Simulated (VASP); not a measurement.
# NiO2 (P-3m1) in VASP: notebook, part 2 of 2

VASP 6.6.1. Earlier steps stand in the parts before.

## Step 3: Single point, PBEsol

This run uses another cell than the first one, of the same volume but with other edges.

INCAR reads:

```
SYSTEM = NiO2
ALGO = Normal ; EDIFF = 1E-6
ENCUT = 520 ; GGA = PS
ISIF = 2 ; ISMEAR = 0
LASPH = .True. ; LCHARG = .False.
LREAL = .False. ; LWAVE = .False.
NBANDS = 18 ; NELM = 100
PREC = Accurate ; SIGMA = 0.05
```

KPOINTS reads:

```
k-points
0
Gamma
  12 12 6
  0 0 0
```

POSCAR reads:

```
NiO2
1.0
    2.8226746840      0.0000000000      0.0000000000
   -1.4113373420      2.4445079829      0.0000000000
    0.0000000000      0.0000000000      4.7479264486
Ni O
1 2
Direct
    0.0000000000      0.0000000000      0.5000000000
    0.6666666667      0.3333333333      0.6912080179
    0.3333333333      0.6666666667      0.3087919821
```

Potentials or basis: VASP PAW PBE potentials, release 64 (Ni, O).

Started as:

```console
$ cat potpaw_PBE.64/Ni/POTCAR potpaw_PBE.64/O/POTCAR > POTCAR
$ mpirun -np 1 vasp_std > vasp.out
```

It took 19 s on 1 thread of Intel Xeon 6975P-C (Granite Rapids), shared host; peak memory 0.19 GiB.

The run converged. Its results:

* Free energy: -18.7474 eV
* Pressure: -1.7 GPa
* Largest force: 0.196 eV/Å
* Band gap on the k mesh: 0.94 eV, indirect (least direct gap 1.21 eV)

Forces in eV/Å, atoms in the order of the input:
```
Ni   0.000  0.000  0.000
O    0.000  0.000  0.196
O    0.000  0.000 -0.196
```

Stress tensor (GPa, compression positive):
```
-3.34  0.00  0.00
 0.00 -3.34  0.00
 0.00  0.00  1.62
```

Levels at points of the mesh, in eV from the valence-band top:
| k point | band 8 | band 9 | band 10 | band 11 | band 12 | band 13 | band 14 | band 15 |
| --- | --- | --- | --- | --- | --- | --- | --- | --- |
| (0.00, 0.00, 0.00) | -1.16 | -1.16 | -0.88 | -0.29 | 2.22 | 2.22 | 7.46 | 10.90 |
| (0.50, 0.00, 0.00) | -1.98 | -1.83 | -1.69 | -1.05 | 1.49 | 2.16 | 12.40 | 13.05 |
| (0.00, 0.00, 0.50) | -1.88 | -1.18 | -1.18 | -0.06 | 2.25 | 2.25 | 9.45 | 9.71 |
| (0.50, 0.00, 0.50) | -1.83 | -1.70 | -1.54 | -1.12 | 1.49 | 2.11 | 11.64 | 12.71 |

Caveat: the PAW data sets were made with another functional, which shifts forces and pressure a little. A k mesh can miss the band edges.

## Step 4: Single point, PBEsol

This run uses another cell than the first one, of the same volume but with other edges.

INCAR reads:

```
SYSTEM = NiO2
ALGO = Normal
EDIFF = 1E-6
ENCUT = 520
GGA = PS
ISIF = 2
ISMEAR = 0
LASPH = .True.
LCHARG = .False.
LREAL = .False.
LWAVE = .False.
NBANDS = 18
NELM = 80
PREC = Accurate
SIGMA = 0.05
```

KPOINTS is that of step 3.

POSCAR reads:

```
NiO2
1.0
    2.7396061943      0.0000000000      0.0000000000
   -1.3698030971      2.3725685606      0.0000000000
    0.0000000000      0.0000000000      5.0402184517
Ni O
1 2
Direct
    0.0000000000      0.0000000000      0.5000000000
    0.6666666667      0.3333333333      0.6912080179
    0.3333333333      0.6666666667      0.3087919821
```

Potentials or basis: VASP PAW PBE potentials, release 64 (Ni, O).

Started as:

```console
$ cat potpaw_PBE.64/Ni/POTCAR potpaw_PBE.64/O/POTCAR > POTCAR
$ mpirun -np 1 vasp_std > vasp.out
```

OUTCAR:

```text
SYSTEM = NiO2
   EDIFF = 1E-6
   ENCUT = 520
   GGA = PS
   ISIF = 2
   ISMEAR = 0
   LASPH = .True.
   LREAL = .False.
   NELM = 80
   PREC = Accurate

 ion  position               nearest neighbor table
   1  0.000  0.000  0.500-   2 1.85   3 1.85   3 1.85   2 1.85   2 1.85   3 1.85
   2  0.667  0.333  0.691-   1 1.85   1 1.85   1 1.85
   3  0.333  0.667  0.309-   1 1.85   1 1.85   1 1.85

  LATTYP: Found a hexagonal cell.
 ALAT       =     2.7396061943
 C/A-ratio  =     1.8397602043

  Lattice vectors:

 A1 = (   2.7396061943,   0.0000000000,   0.0000000000)
 A2 = (  -1.3698030971,   2.3725685606,   0.0000000000)
 A3 = (   0.0000000000,   0.0000000000,   5.0402184517)

Analysis of symmetry for initial positions (statically):
=====================================================================
 Subroutine PRICEL returns:
 Original cell was already a primitive cell.

 Routine SETGRP: Setting up the symmetry group for a
 hexagonal supercell.

 Subroutine GETGRP returns: Found 12 space group operations
[... 160 lines left out ...]
  ---------------------------------------------------
  ext. energy  EPLUGINS =         0.00000000
  ---------------------------------------------------
  free energy    TOTEN  =       -18.73522213 eV

  energy without entropy =      -18.73522213  energy(sigma->0) =      -18.73522213

 E-fermi :   2.3354     XC(G=0): -10.5542

 val. band max:        2.0532902194   @ k =   0.0833   0.0833   0.5000
 cond. band min:       3.1683278556   @ k =   0.2500   0.0000   0.3333
 fundamental gap:      1.1150376362
 Fermi energy:         2.3354291289

 k-point     1 :       0.0000    0.0000    0.0000
  band No.  band energies     occupation
      1     -17.6577      2.00000
      2     -15.2354      2.00000
      3      -3.8064      2.00000
      4      -3.4861      2.00000
      5      -3.4861      2.00000
      6      -0.1061      2.00000
[... 481 lines left out ...]
      5      -3.2693      2.00000
      6      -1.1997      2.00000
[... 10 lines left out ...]
     17      20.1752      0.00000
     18      22.0898      0.00000

 [... further k-points ...]
[... 5 lines left out ...]
  --------------------------------------------------------------------------------------
  -------------------------------------------------------------------------------------
  Total        1.1999359      1.1999359     -0.2758543      0.0000000      0.0000000      0.0000000
  in kB       58.6830045     58.6830045    -13.4906852      0.0000000      0.0000000      0.0000000
  external PRESSURE =      34.6251079 kB  Pullay stress =       0.0000000 kB

 VOLUME and BASIS-vectors are now :
 -----------------------------------------------------------------------------
  energy-cutoff  :      520.00
  volume of cell :       32.76
      direct lattice vectors                 reciprocal lattice vectors
     2.739606194  0.000000000  0.000000000     0.365015965  0.210742066  0.000000000
    -1.369803097  2.372568561  0.000000000     0.000000000  0.421484132  0.000000000
     0.000000000  0.000000000  5.040218452     0.000000000  0.000000000  0.198404099

 POSITION                                       TOTAL-FORCE (eV/Angst)
 -----------------------------------------------------------------------------------
      0.00000      0.00000      2.52011        -0.000000      0.000000      0.000000
      1.36980      0.79086      3.48384        -0.000000      0.000000     -0.113474
     -0.00000      1.58171      1.55638         0.000000     -0.000000      0.113474
 -----------------------------------------------------------------------------------
    total drift:                               -0.000000     -0.000000     -0.000000

  FREE ENERGIE OF THE ION-ELECTRON SYSTEM (eV)
  ---------------------------------------------------
  free  energy   TOTEN  =       -18.7352221343 eV

  energy  without entropy=      -18.7352221343  energy(sigma->0) =      -18.73522213
```

Run time: 21 s. Hardware: 1 thread of Intel Xeon 6975P-C (Granite Rapids), shared host; peak memory 0.17 GiB.

Results:

* Free energy: -18.7352 eV
* Pressure: 3.5 GPa
* Largest force: 0.113 eV/Å
* Band gap on the k mesh: 1.11 eV, indirect (least direct gap 1.31 eV)

Forces on the atoms (eV/Å):
```
Ni   0.000  0.000  0.000
O    0.000  0.000 -0.113
O    0.000  0.000  0.113
```

Caveat: the PAW data sets were made with another functional, which shifts forces and pressure a little. A k mesh can miss the band edges.

## Step 5: Single point, PBEsol

This run uses another cell than the first one, of the same volume but with other edges.

INCAR reads:

```
SYSTEM = NiO2
ALGO = Normal ; EDIFF = 1E-7
ENCUT = 520 ; GGA = PS
ISIF = 2 ; ISMEAR = 0
LASPH = .TRUE. ; LCHARG = .TRUE.
LELF = .TRUE. ; LREAL = .FALSE.
LVHAR = .TRUE. ; LWAVE = .FALSE.
NBANDS = 18 ; NELM = 100
PREC = Accurate ; SIGMA = 0.05
```

KPOINTS reads:

```
k-points
0
G
  12 12 6
  0 0 0
```

POSCAR reads:

```
NiO2
1.0
    2.9995394409      0.0000000000      0.0000000000
   -1.4997697205      2.5976773555      0.0000000000
    0.0000000000      0.0000000000      4.2045206054
Ni O
1 2
Direct
    0.0000000000      0.0000000000      0.5000000000
    0.6666666667      0.3333333333      0.6912080179
    0.3333333333      0.6666666667      0.3087919821
```

Started as:

```console
$ cat potpaw_PBE.64/Ni/POTCAR potpaw_PBE.64/O/POTCAR > POTCAR
$ mpirun -np 1 vasp_std > vasp.out
```

Run time: 22 s. Hardware: 1 thread of Intel Xeon 6975P-C (Granite Rapids), shared host; peak memory 0.18 GiB.

Results (log left out):

```
Free energy            : -18.3657 eV
Pressure               : -12.5 GPa
Largest force          : 0.498 eV/Å
Band gap on the k mesh : 0.46 eV, indirect (least direct gap 0.73 eV)
```

Forces on the atoms (eV/Å):
```
Ni   0.000  0.000  0.000
O    0.000  0.000  0.498
O    0.000  0.000 -0.498
```

Stress tensor (GPa, compression positive):
```
-20.66   0.00   0.00
  0.00 -20.66   0.00
  0.00   0.00   3.78
```

Levels at points of the mesh, in eV from the valence-band top:
| k point | band 7 | band 8 | band 9 | band 10 | band 11 | band 12 | band 13 | band 14 | band 15 | band 16 |
| --- | --- | --- | --- | --- | --- | --- | --- | --- | --- | --- |
| (0.00, 0.00, 0.00) | -2.01 | -1.38 | -1.38 | -0.68 | -0.19 | 1.83 | 1.83 | 6.70 | 10.42 | 15.72 |
| (0.50, 0.00, 0.00) | -3.35 | -1.92 | -1.75 | -1.71 | -1.03 | 0.93 | 1.94 | 11.42 | 11.96 | 13.34 |
| (0.00, 0.00, 0.50) | -2.02 | -2.02 | -1.44 | -1.44 | -0.02 | 1.89 | 1.89 | 8.89 | 9.32 | 15.20 |
| (0.50, 0.00, 0.50) | -3.13 | -1.93 | -1.70 | -1.07 | -0.98 | 0.89 | 1.83 | 10.49 | 11.93 | 14.32 |

Caveat: the PAW data sets were made with another functional, which shifts forces and pressure a little. Spin polarisation is off, so any magnetic state and its effect on volume and gap are missing.

## Step 6: Single point, PBEsol

This run uses another cell than the first one, of the same volume but with other edges.

INCAR reads:

```
SYSTEM = NiO2
PREC = Accurate ; ENCUT = 520
EDIFF = 1E-6 ; ISMEAR = 0
SIGMA = 0.05 ; LREAL = .False.
LASPH = .True. ; NELM = 100
ALGO = Normal ; ISIF = 2
LWAVE = .False. ; LCHARG = .False.
GGA = PS ; NBANDS = 18
```

KPOINTS reads:

```
Automatic mesh
0
Gamma
  12 12 6
  0 0 0
```

POSCAR reads:

```
NiO2
1.0
    2.5513504790      0.0000000000      0.0000000000
   -1.2756752395      2.2095343288      0.0000000000
    0.0000000000      0.0000000000      5.8114619067
Ni O
1 2
Direct
    0.0000000000      0.0000000000      0.5000000000
    0.6666666667      0.3333333333      0.6912080179
    0.3333333333      0.6666666667      0.3087919821
```

Potentials or basis: VASP PAW PBE potentials, release 64 (Ni, O).

Started as:

```console
$ cat potpaw_PBE.64/Ni/POTCAR potpaw_PBE.64/O/POTCAR > POTCAR
$ mpirun -np 1 vasp_std > vasp.out
```

It took 26 s on 1 thread of Intel Xeon 6975P-C (Granite Rapids), shared host; peak memory 0.18 GiB.

It converged, with:

```yaml
Free_energy: -18.0539 eV
Pressure: 14.8 GPa
Largest_force: 1.085 eV/Å
Band_gap_on_the_k_mesh: 1.37 eV, indirect (least direct gap 1.44 eV)
```

Forces in eV/Å, atoms in the order of the input:
```
Ni   0.000  0.000  0.000
O    0.000  0.000 -1.085
O    0.000  0.000  1.085
```

Stress tensor (GPa, compression positive):
```
 28.22   0.00   0.00
  0.00  28.22   0.00
  0.00   0.00 -12.01
```

Levels at points of the mesh, in eV from the valence-band top:
```csv
k point,band 9,band 10,band 11,band 12,band 13,band 14
"(0.00, 0.00, 0.00)",-0.84,-0.20,-0.20,2.52,2.52,8.13
"(0.50, 0.00, 0.00)",-1.64,-1.20,-0.40,2.33,2.38,12.04
"(0.00, 0.00, 0.50)",-0.67,-0.20,-0.20,2.52,2.52,9.82
"(0.50, 0.00, 0.50)",-1.64,-1.20,-0.41,2.33,2.37,11.72
```

Caveat: the PAW data sets were made with another functional, which shifts forces and pressure a little. Spin polarisation is off, so any magnetic state and its effect on volume and gap are missing.

## Step 7: Summary

```csv
cell,gap on the mesh (eV),pressure (GPa),largest force (eV/Å)
"a = 2.697, b = 2.697, c = 5.199 Å, angles 90.0, 90.0, 120.0°, 3 atoms",1.21,6.1,0.31
"a = 2.823, b = 2.823, c = 4.748 Å, angles 90.0, 90.0, 120.0°, 3 atoms",0.94,-1.7,0.20
"a = 2.740, b = 2.740, c = 5.040 Å, angles 90.0, 90.0, 120.0°, 3 atoms",1.11,3.5,0.11
"a = 3.000, b = 3.000, c = 4.205 Å, angles 90.0, 90.0, 120.0°, 3 atoms",0.46,-12.5,0.50
"a = 2.551, b = 2.551, c = 5.811 Å, angles 90.0, 90.0, 120.0°, 3 atoms",1.37,14.8,1.09
```

Alike in all rows: task single point; level PBEsol; potentials or basis VASP PAW PBE potentials, release 64 (Ni, O); no spin polarisation; k mesh 12 × 12 × 6; cutoff (eV) 520; smearing gaussian 0.05 eV.

Caveats: the PAW data sets were made with another functional, which shifts forces and pressure a little.

Absolute energies hang on the potentials; compare differences alone.
